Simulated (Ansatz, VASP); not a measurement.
**Two plane-wave programs on Hg**

```
Hg
1.0
     0.00000    2.39166    2.39166
     2.39166    0.00000    2.39166
     2.39166    2.39166    0.00000
Hg
1
Direct
  0.00000 0.00000 0.00000
```

Alike in both runs: task single point; functional PBE; dispersion D3(BJ); k mesh 16 × 16 × 16; occupations gaussian, width 0.1 eV; no spin polarisation.

```csv
,VASP,Ansatz
version,VASP 6.6.1,Ansatz 0.2.0
potentials or method,"VASP PAW PBE potentials, release 64 (Hg), cutoff 520 eV","scalar-relativistic, plane waves, PAW"
valence electrons in the cell,12,20
```

Ansatz gave:

* gap on the k mesh at the Fermi level (eV): none
* pressure (GPa): -1.2

What did VASP give for the same quantities?

gap on the k mesh at the Fermi level (eV): none; pressure (GPa): -1.1.

A gap of «none» marks a metal or a gap that the smearing closes. VASP's potentials hold 12 valence electrons a cell and Ansatz's 20, so a difference there can come from the potentials and not from the codes.

Spin-orbit coupling is off throughout.
